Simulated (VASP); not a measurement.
KNa2Rh:

```
K Na Rh
1.0
     3.46323    0.00000    0.00000
     0.00000    3.46323    0.00000
     0.00000    0.00000   10.23704
K Na Rh
1 2 1
Direct
  0.50000 0.50000 0.50000
  0.00000 0.00000 0.84051
  0.00000 0.00000 0.15949
  0.50000 0.50000 0.00000
```

- Program: VASP 6.6.1
- Task: relaxation of cell and atoms
- Functional: PBE
- Potentials or basis: VASP PAW PBE potentials, release 64 (K_sv, Na_pv, Rh_pv)
- Cutoff: 600 eV
- k mesh: 6 × 6 × 2
- Occupations: gaussian, width 0.1 eV
- Spin: no spin polarisation

At the start: pressure 0.3 GPa; volume 30.70 Å³/atom.

Question: How do energy, volume and symmetry change on relaxing?

Answer: Over 13 steps the energy falls by 7.8 meV/atom and the volume is 30.26 Å³/atom (-1.4 %); space group P4/mmm (No. 123, to 0.05 Å).

The path:
| step | energy change (eV) | largest force (eV/Å) | pressure (GPa) | volume (Å³) |
| --- | --- | --- | --- | --- |
| 1 | 0.0000 | 0.0250 | 0.33 | 122.78 |
| 2 | -0.0042 | 0.0004 | 0.13 | 123.91 |
| 3 | -0.0075 | 0.0331 | -0.10 | 125.53 |
| 4 | -0.0050 | 0.0933 | -0.56 | 128.78 |
| 5 | -0.0080 | 0.0515 | -0.25 | 126.48 |
| 6 | -0.0120 | 0.0402 | -0.26 | 126.21 |
| 7 | -0.0222 | 0.0022 | -0.18 | 125.29 |
| 8 | -0.0250 | 0.1253 | -0.02 | 123.06 |
| 9 | -0.0277 | 0.0604 | -0.14 | 124.15 |
| 10 | -0.0278 | 0.0679 | -0.12 | 124.02 |
| 11 | -0.0296 | 0.0635 | 0.01 | 122.56 |
| 12 | -0.0302 | 0.0588 | 0.16 | 121.01 |
| 13 | -0.0312 | 0.0251 | 0.07 | 121.05 |

Final structure:
```xyz
4
Lattice="3.6099 0.0000 0.0000 0.0000 3.6099 0.0000 0.0000 0.0000 9.2886" Properties=species:S:1:pos:R:3 pbc="T T T"
K     1.8050    1.8050    4.6443
Na    0.0000    3.6099    7.7894
Na    0.0000    0.0000    1.4993
Rh    1.8050    1.8050    0.0000
```
